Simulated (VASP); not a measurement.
# Rh (I4_1/amd) in VASP: notebook

Runs on Rh. Level: PBE. Tasks: single point.

Program: VASP 6.6.1. These are calculated values, not measurements. Logs are shortened: lines on timing, memory, paths and dates and some standing lists are left out, and cuts for length are marked.

### Step 1. The cell of the first run

Symmetry: I4_1/amd, No. 141, tetragonal system. The conventional cell has a = 3.965 Å, b = 3.965 Å, c = 2.181 Å, α = 90.00°, β = 90.00°, γ = 90.00°. Within 2.7 Å of Rh (site symmetry -4m2) lie 10 Rh at 2.06 to 2.57 Å.

### Step 2. Single point, PBE

INCAR

```
ALGO = Normal
EDIFF = 1E-6
ENCUT = 520
GGA = PE
ISIF = 2
ISMEAR = -1
LASPH = T
LCHARG = F
LREAL = F
LWAVE = F
NBANDS = 22
NELM = 100
PREC = Accurate
SIGMA = 0.05
```

KPOINTS

```
k-points
0
Gamma
  20 20 20
```

POSCAR

```
Rh
1.0
   -1.9825010677      1.9825010677      1.0902648775
    1.9825010677     -1.9825010677      1.0902648775
    1.9825010677      1.9825010677     -1.0902648775
Rh
2
Direct
   -0.3750000000     -0.1250000000     -0.2500000000
    0.3750000000      0.1250000000      0.2500000000
```

Potentials or basis: VASP PAW PBE potentials, release 64 (Rh_pv).

Command:

```sh
$ cat potpaw_PBE.64/Rh_pv/POTCAR > POTCAR
$ mpirun -np 1 vasp_std > vasp.out
```

OUTCAR:

```text
EDIFF = 1E-6
   ENCUT = 520
   GGA = PE
   ISIF = 2
   ISMEAR = -1
   LASPH = T
   LREAL = F
   NELM = 100
   PREC = Accurate

 ion  position               nearest neighbor table
   1  0.625  0.875  0.750-   2 2.06   2 2.06   2 2.06   2 2.06   2 2.57   2 2.57   2 2.57   2 2.57

   2  0.375  0.125  0.250-   1 2.06   1 2.06   1 2.06   1 2.06   1 2.57   1 2.57   1 2.57   1 2.57

  LATTYP: Found a body centered tetragonal cell.
 ALAT       =     3.9650021354
 C/A-ratio  =     0.5499441565

  Lattice vectors:

 A1 = (  -1.9825010677,   1.9825010677,   1.0902648775)
 A2 = (   1.9825010677,  -1.9825010677,   1.0902648775)
 A3 = (   1.9825010677,   1.9825010677,  -1.0902648775)

Analysis of symmetry for initial positions (statically):
=====================================================================
 Subroutine PRICEL returns:
 Original cell was already a primitive cell.

 Routine SETGRP: Setting up the symmetry group for a
 body centered tetragonal supercell.

 Subroutine GETGRP returns: Found 16 space group operations
 (whereof  4 operations were pure point group operations)
 out of a pool of 16 trial point group operations.

The static configuration has the point symmetry C_2h.
 The point group associated with its full space group is D_4h.

Analysis of symmetry for dynamics (positions and initial velocities):
=====================================================================
 Subroutine PRICEL returns:
 Original cell was already a primitive cell.

 Routine SETGRP: Setting up the symmetry group for a
 body centered tetragonal supercell.

 Subroutine GETGRP returns: Found 16 space group operations
 (whereof  4 operations were pure point group operations)
 out of a pool of 16 trial point group operations.

The dynamic configuration has the point symmetry C_2h.
 The point group associated with its full space group is D_4h.

 Subroutine INISYM returns: Found 16 space group operations
 (whereof  4 operations are pure point group operations),
 and found     1 'primitive' translations

----------------------------------------------------------------------------------------

                                     Primitive cell

  volume of cell :      17.1403

  direct lattice vectors                    reciprocal lattice vectors
    -1.982501068  1.982501068  1.090264877     0.000000000  0.252206674  0.458604152
     1.982501068 -1.982501068  1.090264877     0.252206674  0.000000000  0.458604152
     1.982501068  1.982501068 -1.090264877     0.252206674  0.252206674  0.000000000

  length of vectors
     3.008205191  3.008205191  3.008205191     0.523379379  0.523379379  0.356674099

  position of ions in fractional coordinates (direct lattice)
     0.625000000  0.875000000  0.750000000
     0.375000000  0.125000000  0.250000000

  ion indices of the primitive-cell ions
   primitive index   ion index
                 1           1
                 2           2

----------------------------------------------------------------------------------------

 KPOINTS: k-points

Automatic generation of k-mesh.
 Grid dimensions read from file:
 generate k-points for:   20   20   20

 Generating k-lattice:

  Cartesian coordinates                     Fractional coordinates (reciprocal lattice)
     0.000000000  0.012610334  0.022930208     0.050000000 -0.000000000  0.000000000
     0.012610334  0.000000000  0.022930208    -0.000000000  0.050000000  0.000000000
     0.012610334  0.012610334  0.000000000     0.000000000  0.000000000  0.050000000

  Length of vectors
     0.026168969  0.026168969  0.017833705

  Shift w.r.t. Gamma in fractional coordinates (k-lattice)
     0.000000000  0.000000000  0.000000000

 Subroutine IBZKPT returns following result:
 ===========================================

 Found    641 irreducible k-points:

 Following reciprocal coordinates:
            Coordinates               Weight
  0.000000  0.000000  0.000000      1.000000
  0.050000  0.000000  0.000000      8.000000
  0.100000 -0.000000  0.000000      8.000000
  0.150000  0.000000  0.000000      8.000000
  0.200000 -0.000000  0.000000      8.000000
  0.250000  0.000000  0.000000      8.000000
[... 16 lines left out ...]
 -0.400000  0.050000  0.000000     16.000000
 -0.350000  0.050000  0.000000     16.000000
 [... further k-points ...]
   k-points           NKPTS =    641   k-points in BZ     NKDIM =    641   number of bands    NBANDS=     22
   number of dos      NEDOS =    301   number of ions     NIONS =      2
   total plane-waves  NPLWV =  13824
   dimension x,y,z NGX =    24 NGY =   24 NGZ =   24
   dimension x,y,z NGXF=    48 NGYF=   48 NGZF=   48
   ions per type =               2
   NGX,Y,Z   is equivalent  to a cutoff of  13.26, 13.26, 13.26 a.u.
   NGXF,Y,Z  is equivalent  to a cutoff of  26.53, 26.53, 26.53 a.u.
 SYSTEM =  unknown system
   PREC   = accura    normal or accurate (medium, high low for compatibility)
   ISTART =      0    job   : 0-new  1-cont  2-samecut
   ICHARG =      2    charge: 1-file 2-atom 10-const
   ISPIN  =      1    spin polarized calculation?
   LNONCOLLINEAR =      F non collinear calculations
   LSORBIT =      F    spin-orbit coupling
   LASPH  =      T    aspherical Exc in radial PAW
   ENCUT  =  520.0 eV  38.22 Ry    6.18 a.u.   5.59  5.59  5.59*2*pi/ulx,y,z
   NELM   =    100;   NELMIN=  2; NELMDL= -5     # of ELM steps
   EDIFF  = 0.1E-05   stopping-criterion for ELM
   LREAL  =      F    real-space projection
   EDIFFG = 0.1E-04   stopping-criterion for IOM
   NSW    =      0    number of steps for IOM
   IBRION =     -1    ionic relax: 0-MD 1-quasi-New 2-CG
   NFREE  =      0    steps in history (QN), initial steepest desc. (CG)
   ISIF   =      2    stress and relaxation
   ISYM   =      2    0-nonsym 1-usesym 2-fastsym
   POTIM  = 0.5000    time-step for ionic-motion
   TEBEG  =    0.0;   TEEND  =   0.0 temperature during run
   PSTRESS=    0.0 pullay stress
   NELECT =      30.0000    total number of electrons
   NUPDOWN=      -1.0000    fix difference up-down
   EMIN   =  10.00;   EMAX   =-10.00  energy-range for DOS
   EFERMI =   0.00;   METHOD = LEGACY
   ISMEAR =    -1;   SIGMA  =   0.05  broadening in eV -4-tet -1-fermi 0-gaus
   EFERMI_NEDOS =   21; number of points for ismear=-14 and -15
   IALGO  =     38    algorithm
   IMIX   =      4    mixing-type and parameters
     AMIX     =   0.40;   BMIX     =  1.00
     AMIX_MAG =   1.60;   BMIX_MAG =  1.00
  volume/ion in A,a.u.               =       8.57        57.83
  Fermi-wavevector in a.u.,A,eV,Ry     =   1.972918  3.728274 52.959372  3.892404
  Thomas-Fermi vector in A             =   2.995080
   LORBIT       =      0    0 simple, 1 ext, 2 COOP (PROOUT), +10 PAW based schemes
   GGA     = PE    functional components
   LHFCALC =     F    Hartree Fock is set to
   AEXX    =    0.0000 exact exchange contribution
   IVDW    =     0    specifies the selected vdW correction
   LEPSILON=     F    determine dielectric tensor
   LRPA    =     F    only Hartree local field effects (RPA)
 non-spin polarized calculation
  energy-cutoff  :      520.00
  volume of cell :       17.14
 maximum number of plane-waves:       480
   NGX = 11   NGY = 11   NGZ = 11

 number of electron      29.9999995 magnetization

 Free energy of the ion-electron system (eV)
  ---------------------------------------------------
  ext. energy  EPLUGINS =         0.00000000
  ---------------------------------------------------
  free energy    TOTEN  =        -0.29789596 eV

  energy without entropy =       -0.28534358  energy(sigma->0) =       -0.29161977

 E-fermi :  22.9221     XC(G=0): -17.1829

 val. band max:       22.9196452018   @ k =  -0.4000   0.1500   0.0500
 cond. band min:      22.9247869214   @ k =  -0.2500  -0.4000   0.0500
 fundamental gap:      0.0051417196
 Fermi energy:        22.9221125088

 k-point     1 :       0.0000    0.0000    0.0000
  band No.  band energies     occupation
      1     -27.5999      2.00000
      2     -27.5999      2.00000
      3     -24.2589      2.00000
      4     -24.2068      2.00000
      5     -24.0288      2.00000
      6     -24.0288      2.00000
[... 14 lines left out ...]
     21      42.6418      0.00000
     22      43.1481      0.00000

 k-point     2 :       0.0500    0.0000    0.0000
  band No.  band energies     occupation
      1     -27.5939      2.00000
      2     -27.5680      2.00000
      3     -24.3472      2.00000
      4     -24.2869      2.00000
      5     -24.0354      2.00000
      6     -24.0242      2.00000
[... 14 lines left out ...]
     21      42.6409      0.00000
     22      43.2932      0.00000

 k-point     3 :       0.1000   -0.0000    0.0000
  band No.  band energies     occupation
      1     -27.5764      2.00000
      2     -27.4756      2.00000
      3     -24.5838      2.00000
      4     -24.5100      2.00000
      5     -24.0764      2.00000
      6     -24.0110      2.00000
[... 14 lines left out ...]
     21      42.6401      0.00000
     22      43.6505      0.00000

 k-point     4 :       0.1500    0.0000    0.0000
  band No.  band energies     occupation
      1     -27.5486      2.00000
      2     -27.3341      2.00000
      3     -24.9446      2.00000
      4     -24.8243      2.00000
      5     -24.1613      2.00000
      6     -23.9907      2.00000
[... 14 lines left out ...]
     21      42.6394      0.00000
     22      43.7752      0.00000

 k-point     5 :       0.2000   -0.0000    0.0000
  band No.  band energies     occupation
      1     -27.5129      2.00000
      2     -27.1655      2.00000
      3     -25.3890      2.00000
      4     -25.1792      2.00000
      5     -24.2810      2.00000
      6     -23.9656      2.00000
[... 14 lines left out ...]
     21      42.6389      0.00000
     22      42.8275      0.00000

 k-point     6 :       0.2500    0.0000    0.0000
  band No.  band energies     occupation
      1     -27.4725      2.00000
      2     -27.0126      2.00000
      3     -25.8556      2.00000
      4     -25.5197      2.00000
      5     -24.4234      2.00000
      6     -23.9385      2.00000
[... 14 lines left out ...]
     21      42.6355      0.00000
     22      42.6392      0.00000

 k-point     7 :       0.3000    0.0000    0.0000
  band No.  band energies     occupation
      1     -27.4310      2.00000
      2     -26.9622      2.00000
      3     -26.2759      2.00000
      4     -25.7579      2.00000
      5     -24.5776      2.00000
      6     -23.9121      2.00000
[... 324 lines left out ...]
      6     -23.8722      2.00000
[... 14 lines left out ...]
     21      42.4243      0.00000
     22      42.6418      0.00000

 k-point    21 :       0.5000    0.0500    0.0000
  band No.  band energies     occupation
      1     -27.5478      2.00000
      2     -27.2852      2.00000
      3     -26.9837      2.00000
      4     -25.4962      2.00000
      5     -25.0880      2.00000
      6     -23.8699      2.00000
[... 14 lines left out ...]
     21      42.4580      0.00000
     22      42.6408      0.00000

 k-point    22 :      -0.4500    0.0500    0.0000
  band No.  band energies     occupation
      1     -27.4421      2.00000
      2     -27.2468      2.00000
      3     -26.8489      2.00000
      4     -25.5195      2.00000
      5     -25.0643      2.00000
      6     -23.8759      2.00000
[... 14 lines left out ...]
     21      42.6348      0.00000
     22      42.6453      0.00000

 k-point    23 :      -0.4000    0.0500    0.0000
  band No.  band energies     occupation
      1     -27.4222      2.00000
      2     -27.0560      2.00000
      3     -26.6354      2.00000
      4     -25.6190      2.00000
      5     -24.9301      2.00000
      6     -23.8898      2.00000
[... 14 lines left out ...]
     21      42.6351      0.00000
     22      42.6455      0.00000

 k-point    24 :      -0.3500    0.0500    0.0000
  band No.  band energies     occupation
      1     -27.4522      2.00000
      2     -26.8674      2.00000
      3     -26.3414      2.00000
      4     -25.6318      2.00000
      5     -24.7618      2.00000
      6     -23.9106      2.00000
[... 14 lines left out ...]
     21      42.6356      0.00000
     22      42.8261      0.00000

 [... further k-points ...]

------------------------ aborting loop because EDIFF is reached ----------------------------------------

  FORCE on cell =-STRESS in cart. coord.  units (eV):
  Direction    XX          YY          ZZ          XY          YZ          ZX
  --------------------------------------------------------------------------------------
  -------------------------------------------------------------------------------------
  Total       56.9142980     56.9142980     56.4356706      0.0000000     -0.0000000      0.0000000
  in kB     5320.0178902   5320.0178902   5275.2785898      0.0000000     -0.0000000      0.0000000
  external PRESSURE =    5305.1047901 kB  Pullay stress =       0.0000000 kB

 VOLUME and BASIS-vectors are now :
 -----------------------------------------------------------------------------
  energy-cutoff  :      520.00
  volume of cell :       17.14
      direct lattice vectors                 reciprocal lattice vectors
    -1.982501068  1.982501068  1.090264877     0.000000000  0.252206674  0.458604152
     1.982501068 -1.982501068  1.090264877     0.252206674  0.000000000  0.458604152
     1.982501068  1.982501068 -1.090264877     0.252206674  0.252206674  0.000000000

 POSITION                                       TOTAL-FORCE (eV/Angst)
 -----------------------------------------------------------------------------------
      1.98250      0.99125      0.81770         0.000000     -0.000000     -0.000000
     -0.00000      0.99125      0.27257        -0.000000      0.000000      0.000000
 -----------------------------------------------------------------------------------
    total drift:                               -0.000000      0.000000      0.000000

  FREE ENERGIE OF THE ION-ELECTRON SYSTEM (eV)
  ---------------------------------------------------
  free  energy   TOTEN  =        -0.2978959649 eV

  energy  without entropy=       -0.2853435786  energy(sigma->0) =       -0.29161977
```

Wall time 4.2 min (1 thread of Intel Xeon 8259CL, shared host); peak memory 0.3 GiB.

Results:

| Quantity | Value |
| --- | --- |
| Free energy | -0.2979 eV |
| Pressure | 530.5 GPa |
| Band gap on the k mesh | zero (bands 15 and 16 overlap by 5.07 eV) |

Stress tensor (GPa, compression positive):
```
532.00   0.00   0.00
  0.00 532.00   0.00
  0.00   0.00 527.53
```

Caveat: the cell stands under pressure.

(Part 1 of 2 ends here.)
